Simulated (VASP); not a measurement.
**Se: single point with revPBE**

Se:

```
CELL_PARAMETERS angstrom
3.59918 0.00000 0.00000
-1.79959 3.11698 0.00000
0.00000 0.00000 3.75015
ATOMIC_POSITIONS crystal
Se 0.33333 0.66667 0.25000
Se 0.66667 0.33333 0.75000
```

This isn't the form of Se at room conditions, which is trigonal, of chains.

| Property | Result |
| --- | --- |
| Program | VASP 6.6.1 |
| Task | single point |
| Functional | revPBE |
| Potentials or basis | VASP PAW PBE potentials, release 64 (Se) |
| Cutoff | 520 eV |
| k mesh | 11 × 11 × 9 |
| Occupations | fermi-dirac, width 0.1 eV |
| Spin | no spin polarisation |
| Dipole correction | no |
| Further INCAR settings | ALGO = Normal; EDIFF = 1e-06; NBANDS = 13 |

- Pressure: 6.0 GPa
- Band gap on the k mesh: zero (bands 6 and 7 overlap by 2.03 eV)

Stress tensor (GPa, compression positive):
```
5.14 0.00 0.00
0.00 5.14 0.00
0.00 0.00 7.71
```

Levels at points of the mesh, in eV from the Fermi level:
```
           k point  band 4  band 5  band 6  band 7  band 8  band 9
(0.00, 0.00, 0.00)   -2.48   -2.48    0.85    0.85    3.68    3.98
```

Wall time 16 s on 1 thread of Intel(R) Xeon(R) Platinum 8488C (Sapphire Rapids) (shared host), peak memory 0.17 GiB.

Caveat: the cell stands under pressure; the PAW data sets were made with another functional, which shifts forces and pressure a little.
